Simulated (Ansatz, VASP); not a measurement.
# Al: VASP beside Ansatz

The input INCAR:

```
SYSTEM = Al
ALGO = Normal ; EDIFF = 1E-6
ENCUT = 520 ; GGA = PE
ISIF = 2 ; ISMEAR = 0
LASPH = .True. ; LCHARG = .False.
LREAL = .False. ; LWAVE = .False.
NBANDS = 8 ; NELM = 60
PREC = Accurate ; SIGMA = 0.1
```

KPOINTS

```
k-points
0
Gamma
  24 24 24
  0 0 0
```

POSCAR

```
Al
1.0
    0.0000000000      2.0248050000      2.0248050000
    2.0248050000      0.0000000000      2.0248050000
    2.0248050000      2.0248050000      0.0000000000
Al
1
Direct
    0.0000000000      0.0000000000      0.0000000000
```

Input for Ansatz:

```yaml
crystal:
  lattice:
    - [0.0, 2.024805, 2.024805]
    - [2.024805, 0.0, 2.024805]
    - [2.024805, 2.024805, 0.0]
  atoms:
    - { symbol: Al, position: [0.0, 0.0, 0.0] }
basis:
  ecutwfc: 420
kpoints:
  mp_grid: { grid: [24, 24, 24] }
hamiltonian:
  xc: pbe
scf:
  occupations: { method: gaussian, width: 0.1 }
output:
  forces: true
  stress: true
  eigenvalues: true
  write_density: true
  write_potential: true
  elf: true
  volumetric_format: npy
```

Alike in both runs: task single point; functional PBE; k mesh 24 × 24 × 24; occupations gaussian, width 0.1 eV; no spin polarisation.

|  | VASP | Ansatz |
| --- | --- | --- |
| version | VASP 6.6.1 | Ansatz 0.2.0 |
| potentials or method | VASP PAW PBE potentials, release 64 (Al), cutoff 520 eV | scalar-relativistic, plane waves, PAW |
| valence electrons in the cell | 3 | 3 |

```tsv
	VASP	Ansatz	Ansatz less VASP
gap on the k mesh at the Fermi level (eV)	none	none	-
pressure (GPa)	-0.6	-0.5	+0.04
```

A gap of «none» marks a metal or a gap that the smearing closes.
